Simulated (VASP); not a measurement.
Set up this calculation in VASP 6.6.1, as the native input.

```
Task                               : single point
Functional                         : HSE06
Potentials or basis                : VASP PAW PBE potentials, release 64 (K_sv, I)
Cutoff                             : 520 eV
k mesh                             : 4 × 4 × 4
Occupations                        : gaussian, width 0.01 eV
Spin                               : no spin polarisation
Dipole correction                  : no
Grid for exact exchange (PRECFOCK) : Normal
Further INCAR settings             : ALGO = Normal; EDIFF = 1e-06; NBANDS = 15
Share of exact exchange            : 0.25
Screening parameter                : 0.2079 1/Å
```

Crystal: KI.

```
CELL_PARAMETERS angstrom
4.29109 0.00000 0.00000
0.00000 4.53396 0.00000
0.00000 0.00000 4.29109
ATOMIC_POSITIONS crystal
K 0.00000 0.00000 0.00000
I 0.50000 0.50000 0.50000
```

This cell differs from its parent crystal: uniaxial y strain +5.7%.

The input as run:

POSCAR

```
KI
1.0
    4.2910852517      0.0000000000      0.0000000000
    0.0000000000      4.5339606770      0.0000000000
    0.0000000000      0.0000000000      4.2910852517
K I
1 1
Direct
    0.0000000000      0.0000000000      0.0000000000
    0.5000000000      0.5000000000      0.5000000000
```

INCAR.step1

```
ALGO = Normal ; EDIFF = 1E-5
ENCUT = 520 ; GGA = PE
ISIF = 2 ; ISMEAR = 0
LASPH = T ; LCHARG = F
LREAL = F ; LWAVE = T
NBANDS = 15 ; NELM = 80
PREC = Accurate ; SIGMA = 0.01
```

INCAR.step2

```
ALGO = Normal ; EDIFF = 1E-6
ENCUT = 520 ; GGA = PE
HFSCREEN = 0.2079 ; ISIF = 2
ISMEAR = 0 ; ISTART = 1
LASPH = T ; LCHARG = F
LHFCALC = T ; LREAL = F
LWAVE = F ; NBANDS = 15
NELM = 80 ; PREC = Accurate
PRECFOCK = Normal ; SIGMA = 0.01
```

KPOINTS

```
k-points
0
Gamma
  4 4 4
```

Potentials or basis: VASP PAW PBE potentials, release 64 (K_sv, I).

Run with:

```console
$ cat potpaw_PBE.64/K_sv/POTCAR potpaw_PBE.64/I/POTCAR > POTCAR
$ cp INCAR.step1 INCAR
$ mpirun -np 1 vasp_std > vasp.out
$ cp INCAR.step2 INCAR
$ mpirun -np 1 vasp_std > vasp.out
```

Results of the run:

The pressure is -0.4 GPa. The band gap on the k mesh is 4.01 eV (least direct gap 4.35 eV).

Caveat: the cell differs from its parent crystal (uniaxial y strain +5.7%); the PAW data sets were made with another functional, which shifts forces and pressure a little; spin-orbit coupling is left out, which moves the levels of the heavy elements.

Run time: 30 min on 1 thread of Intel Xeon 8259CL, on a shared host, peak memory 0.28 GiB.
